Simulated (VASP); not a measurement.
# Ti (P6_3/mmc) in VASP: notebook, part 2 of 2

VASP 6.6.1. Earlier steps stand in the parts before.

**3. Single point, LDA**

Contents of INCAR:

```
ALGO = Normal
EDIFF = 1E-6
ENCUT = 520
GGA = CA
ISIF = 2
ISMEAR = -1
LASPH = True
LCHARG = False
LREAL = False
LWAVE = False
NBANDS = 19
NELM = 80
PREC = Accurate
SIGMA = 0.1
```

Contents of KPOINTS:

```
k-points
0
Gamma
  18 18 10
```

Contents of POSCAR:

```
Ti
1.0
    2.2390338584      0.0000000000      0.0000000000
   -1.1195169292      1.9390602013      0.0000000000
    0.0000000000      0.0000000000      4.3682169468
Ti
2
Direct
    0.3333333333      0.6666666667      0.2500000000
    0.6666666667      0.3333333333      0.7500000000
```

Potentials or basis: VASP PAW LDA potentials, release 64 (Ti_sv).

Run with:

```sh
cat potpaw_LDA.64/Ti_sv/POTCAR > POTCAR
mpirun -np 1 vasp_std > vasp.out
```

OUTCAR:

```text
EDIFF = 1E-6
   ENCUT = 520
   GGA = CA
   ISIF = 2
   ISMEAR = -1
   LASPH = True
   LREAL = False
   NELM = 80
   PREC = Accurate

 ion  position               nearest neighbor table
   1  0.333  0.667  0.250-   2 2.54   2 2.54   2 2.54   2 2.54   2 2.54   2 2.54
   2  0.667  0.333  0.750-   1 2.54   1 2.54   1 2.54   1 2.54   1 2.54   1 2.54

  LATTYP: Found a hexagonal cell.
 ALAT       =     2.2390338584
 C/A-ratio  =     1.9509383167

  Lattice vectors:

 A1 = (   2.2390338584,   0.0000000000,   0.0000000000)
 A2 = (  -1.1195169292,   1.9390602013,   0.0000000000)
 A3 = (   0.0000000000,   0.0000000000,   4.3682169468)

Analysis of symmetry for initial positions (statically):
=====================================================================
 Subroutine PRICEL returns:
 Original cell was already a primitive cell.

 Routine SETGRP: Setting up the symmetry group for a
 hexagonal supercell.

 Subroutine GETGRP returns: Found 24 space group operations
 (whereof 12 operations were pure point group operations)
 out of a pool of 24 trial point group operations.

[... 155 lines left out ...]

 Free energy of the ion-electron system (eV)
  ---------------------------------------------------
  ext. energy  EPLUGINS =         0.00000000
  ---------------------------------------------------
  free energy    TOTEN  =       -12.98540966 eV

  energy without entropy =      -12.95750172  energy(sigma->0) =      -12.97145569

 E-fermi :  15.9603     XC(G=0): -14.9767

 val. band max:       15.9596082587   @ k =   0.2778   0.1667   0.0000
 cond. band min:      15.9633550630   @ k =   0.3333   0.2222   0.2000
 fundamental gap:      0.0037468043
 Fermi energy:        15.9602583432

 k-point     1 :       0.0000    0.0000    0.0000
  band No.  band energies     occupation
      1     -40.1316      2.00000
      2     -39.5144      2.00000
      3     -17.6457      2.00000
      4     -14.8207      2.00000
      5     -13.8205      2.00000
      6     -13.8205      2.00000
[... 505 lines left out ...]
      6     -15.2441      2.00000
[... 11 lines left out ...]
     18      23.4169      0.00000
     19      26.4155      0.00000

 [... further k-points ...]
[... 5 lines left out ...]
  --------------------------------------------------------------------------------------
  -------------------------------------------------------------------------------------
  Total       16.9356637     16.9356637     16.3061526      0.0000000      0.0000000      0.0000000
  in kB     1430.7265937   1430.7265936   1377.5454339      0.0000000      0.0000000      0.0000000
  external PRESSURE =    1412.9995404 kB  Pullay stress =       0.0000000 kB

 VOLUME and BASIS-vectors are now :
 -----------------------------------------------------------------------------
  energy-cutoff  :      520.00
  volume of cell :       18.97
      direct lattice vectors                 reciprocal lattice vectors
     2.239033858  0.000000000  0.000000000     0.446621205  0.257856873  0.000000000
    -1.119516929  1.939060201  0.000000000     0.000000000  0.515713746  0.000000000
     0.000000000  0.000000000  4.368216947     0.000000000  0.000000000  0.228926359

 POSITION                                       TOTAL-FORCE (eV/Angst)
 -----------------------------------------------------------------------------------
     -0.00000      1.29271      1.09205        -0.000000     -0.000000      0.000000
      1.11952      0.64635      3.27616         0.000000      0.000000      0.000000
 -----------------------------------------------------------------------------------
    total drift:                               -0.000000      0.000000     -0.000000

  FREE ENERGIE OF THE ION-ELECTRON SYSTEM (eV)
  ---------------------------------------------------
  free  energy   TOTEN  =       -12.9854096644 eV

  energy  without entropy=      -12.9575017223  energy(sigma->0) =      -12.97145569
```

Run time: 2.2 min. Hardware: 1 thread of Intel Xeon 8259CL, shared host; peak memory 0.18 GiB.

Results:

* Free energy: -12.9854 eV
* Pressure: 141.3 GPa
* Band gap on the k mesh: zero (band 12 reaches 17.34 eV, above the bottom of band 13 at 15.61 eV)

Levels at points of the mesh, in eV from the Fermi level:
| k point | band 8 | band 9 | band 10 | band 11 | band 12 | band 13 | band 14 | band 15 | band 16 | band 17 |
| --- | --- | --- | --- | --- | --- | --- | --- | --- | --- | --- |
| (0.00, 0.00, 0.00) | -29.61 | -6.00 | -3.24 | -1.07 | 1.38 | 1.38 | 1.87 | 1.87 | 2.20 | 4.93 |
| (0.50, 0.00, 0.00) | -30.48 | -4.49 | -4.46 | -3.48 | -0.43 | 1.52 | 2.36 | 2.58 | 6.40 | 8.34 |
| (0.00, 0.00, 0.50) | -29.70 | -3.43 | -3.43 | -1.17 | -1.17 | 1.50 | 1.50 | 1.50 | 1.50 | 5.94 |
| (0.50, 0.00, 0.50) | -30.67 | -4.66 | -4.66 | -3.02 | -3.02 | 4.12 | 4.12 | 4.75 | 4.75 | 8.42 |

**4. Relaxation of cell and atoms, LDA, target pressure 140 GPa, at which the enthalpy is minimised**

Contents of INCAR:

```
PREC = Accurate
ENCUT = 600
EDIFF = 1E-7
ISMEAR = -1
SIGMA = 0.1
LREAL = F
LASPH = T
NELM = 80
ALGO = Normal
ISIF = 3
LWAVE = F
LCHARG = F
IBRION = 2
NSW = 32
EDIFFG = -0.005
PSTRESS = 1400.0
```

Contents of KPOINTS:

```
Automatic mesh
0
Gamma
  18 18 10
```

Contents of POSCAR:

```
Ti
1.0
    2.2387985032      0.0000000000      0.0000000000
   -1.1193992516      1.9388563777      0.0000000000
    0.0000000000      0.0000000000      4.3673016839
Ti
2
Direct
    0.3333333333      0.6666666667      0.2500000000
    0.6666666667      0.3333333333      0.7500000000
```

Run with:

```sh
cat potpaw_LDA.64/Ti_sv/POTCAR > POTCAR
mpirun -np 1 vasp_std > vasp.out
```

Wall time 4.1 min (1 thread of AMD EPYC 9R45 (Zen 5), shared host); peak memory 0.16 GiB.

Results (log left out):

| Quantity | Value |
| --- | --- |
| Free energy | -13.0372 eV |
| Relaxed volume | 9.51 Å³/atom |
| Relaxed cell | a = 2.252 Å, b = 2.252 Å, c = 4.330 Å, α = 90.00°, β = 90.00°, γ = 120.00° |
| Space group after relaxing (to 0.05 Å) | P6_3/mmc (No. 194) |
| Energy change on relaxing (the enthalpy is what falls) | -29.6 meV/atom |
| Ionic steps | 10 |
| Pressure after relaxing | 140.0 GPa |
| Band gap on the k mesh | zero (band 12 reaches 17.27 eV, above the bottom of band 13 at 15.58 eV) |

Step by step:
```
step  energy change (eV)  largest force (eV/Å)  pressure (GPa)  volume (Å³)
   1              0.0000                0.0000          141.42        18.96
   2             -0.2021                0.0000          135.72        19.19
   3             -0.1157                0.0000          138.16        19.09
   4              0.0222                0.0000          142.64        18.93
   5             -0.0570                0.0000          140.06        19.02
   6             -0.0558                0.0000          140.06        19.02
   7             -0.0476                0.0000          140.36        19.01
   8             -0.0546                0.0000          140.15        19.02
   9             -0.0719                0.0000          139.63        19.04
  10             -0.0593                0.0000          139.99        19.02
```

Final structure:
```yaml
crystal:
  lattice:
    - [2.25223, 0.00000, 0.00000]
    - [-1.12611, 1.95049, 0.00000]
    - [0.00000, 0.00000, 4.32999]
  atoms:
    - { symbol: Ti, position: [0.33333, 0.66667, 0.25000] }
    - { symbol: Ti, position: [0.66667, 0.33333, 0.75000] }
```

Levels at points of the mesh, in eV from the Fermi level:
```tsv
k point	band 9	band 10	band 11	band 12	band 13	band 14	band 15	band 16
(0.00, 0.00, 0.00)	-6.02	-3.33	-0.95	1.34	1.34	1.86	1.86	2.33
(0.50, 0.00, 0.00)	-4.46	-4.46	-3.44	-0.30	1.55	2.20	2.49	6.42
(0.00, 0.00, 0.50)	-3.49	-3.49	-1.06	-1.06	1.46	1.46	1.46	1.46
(0.50, 0.00, 0.50)	-4.66	-4.66	-2.95	-2.95	4.03	4.03	4.73	4.73
```

Caveat: the cell is relaxed towards a set pressure, so the enthalpy falls and the energy may rise.

**5. Relaxation of cell and atoms, LDA, target pressure 140 GPa, at which the enthalpy is minimised**

This run uses another cell than the first one, of 9.65 Å³/atom, 1.018 times its volume.

Contents of INCAR:

```
PREC     = Accurate       # precision mode
ENCUT    = 600            # plane-wave cutoff, eV
EDIFF    = 1E-6           # SCF threshold, eV
ISMEAR   = -1             # smearing method
SIGMA    = 0.1            # smearing width, eV
LREAL    = F              # projectors in reciprocal space
LASPH    = T              # aspherical terms in the spheres
NELM     = 60             # most SCF steps
ALGO     = Normal         # electronic algorithm
ISIF     = 3              # what is computed and relaxed
LWAVE    = F              # write WAVECAR
LCHARG   = F              # write CHGCAR
GGA      = CA             # functional
IBRION   = 2              # ionic algorithm
NSW      = 60             # ionic steps
EDIFFG   = -0.005         # ionic threshold
PSTRESS  = 1400.0
```

KPOINTS is that of step 4.

Contents of POSCAR:

```
Ti
1.0
    2.3961049776      0.0000000000      0.0000000000
   -1.1980524888      2.0750877808      0.0000000000
    0.0000000000      0.0000000000      3.8816900638
Ti
2
Direct
    0.3333333333      0.6666666667      0.2500000000
    0.6666666667      0.3333333333      0.7500000000
```

Run with:

```sh
cat potpaw_LDA.64/Ti_sv/POTCAR > POTCAR
mpirun -np 1 vasp_std > vasp.out
```

Run time: 10 min. Hardware: 1 thread of AMD EPYC 9R45 (Zen 5), shared host; peak memory 0.17 GiB.

Results (log left out):

| Item | Value |
| --- | --- |
| Free energy | -13.0352 eV |
| Relaxed volume | 9.51 Å³/atom |
| Relaxed cell | a = 2.252 Å, b = 2.252 Å, c = 4.330 Å, α = 90.00°, β = 90.00°, γ = 120.00° |
| Space group after relaxing (to 0.05 Å) | P6_3/mmc (No. 194) |
| Energy change on relaxing (the enthalpy is what falls) | +34.6 meV/atom |
| Ionic steps | 37 |
| Pressure after relaxing | 139.9 GPa |
| Band gap on the k mesh | zero (band 12 reaches 17.28 eV, above the bottom of band 13 at 15.58 eV) |

Step by step:
```
step  energy change (eV)  largest force (eV/Å)  pressure (GPa)  volume (Å³)
   1              0.0000                0.0000          141.86        19.30
   2             -0.3220                0.0000          131.35        19.60
   3             -0.7052                0.0000          117.97        20.00
   4             -0.6090                0.0000          121.50        19.89
   5             -0.5607                0.0000          122.46        19.81
   6             -0.3952                0.0000          126.46        19.58
   7              0.0835                0.0000          138.67        19.07
   8             -0.2931                0.0000          129.18        19.45
   9             -0.2564                0.0000          129.91        19.41
  10             -0.1615                0.0000          133.01        19.29
  11             -0.0071                0.0000          137.95        19.11
  12              0.0230                0.0000          138.77        19.07
  13              0.0289                0.0000          138.79        19.07
  14              0.0406                0.0000          139.35        19.05
  15              0.0475                0.0000          139.50        19.04
  16              0.0682                0.0000          139.95        19.02
  17              0.1108                0.0000          141.20        18.97
  18              0.0836                0.0000          140.69        19.00
  19              0.0812                0.0000          140.48        19.00
  20              0.0692                0.0000          140.08        19.02
  21              0.0662                0.0000          140.06        19.02
  22              0.0603                0.0000          139.80        19.03
  23              0.0644                0.0000          139.76        19.02
  24              0.0657                0.0000          139.89        19.02
  25              0.0695                0.0000          139.91        19.02
  26              0.0808                0.0000          140.33        19.01
  27              0.0719                0.0000          140.21        19.02
  28              0.0702                0.0000          140.11        19.02
  29              0.0698                0.0000          140.14        19.02
  30              0.0696                0.0000          140.11        19.02
  31              0.0659                0.0000          140.08        19.02
  32              0.0547                0.0000          139.69        19.04
  33              0.0636                0.0000          139.80        19.02
  34              0.0652                0.0000          139.90        19.02
  35              0.0656                0.0000          139.87        19.02
  36              0.0657                0.0000          139.90        19.02
  37              0.0692                0.0000          139.93        19.02
```

Final structure:
```
Ti
1.0
     2.25214    0.00000    0.00000
    -1.12607    1.95041    0.00000
     0.00000    0.00000    4.32965
Ti
2
Direct
  0.33333 0.66667 0.25000
  0.66667 0.33333 0.75000
```

Levels at points of the mesh, in eV from the Fermi level:
```tsv
k point	band 10	band 11	band 12	band 13	band 14	band 15
(0.00, 0.00, 0.00)	-3.34	-0.95	1.34	1.34	1.86	1.86
(0.50, 0.00, 0.00)	-4.46	-3.44	-0.30	1.55	2.20	2.50
(0.00, 0.00, 0.50)	-3.49	-1.06	-1.06	1.45	1.45	1.45
(0.50, 0.00, 0.50)	-4.66	-2.95	-2.95	4.03	4.03	4.74
```

Caveat: the cell is relaxed towards a set pressure, so the enthalpy falls and the energy may rise.

**6. The runs side by side**

```tsv
task	cell	cutoff (eV)	gap on the mesh (eV)	pressure (GPa)
single point	a = 2.239, b = 2.239, c = 4.367 Å, angles 90.0, 90.0, 120.0°, 2 atoms	520	none	141.5
single point	a = 2.239, b = 2.239, c = 4.368 Å, angles 90.0, 90.0, 120.0°, 2 atoms	520	none	141.3
relaxation of cell and atoms	relaxed to 140 GPa from a = 2.239, b = 2.239, c = 4.367 Å, angles 90.0, 90.0, 120.0°, 2 atoms	600	none	140.0
relaxation of cell and atoms	relaxed to 140 GPa from a = 2.396, b = 2.396, c = 3.882 Å, angles 90.0, 90.0, 120.0°, 2 atoms	600	none	139.9
```

Alike in all rows: level LDA; potentials or basis VASP PAW LDA potentials, release 64 (Ti_sv); no spin polarisation; k mesh 18 × 18 × 10; smearing fermi-dirac 0.1 eV.

Caveats: the cell is relaxed towards a set pressure, so the enthalpy falls and the energy may rise (some runs).

Absolute energies hang on the potentials; compare differences alone.
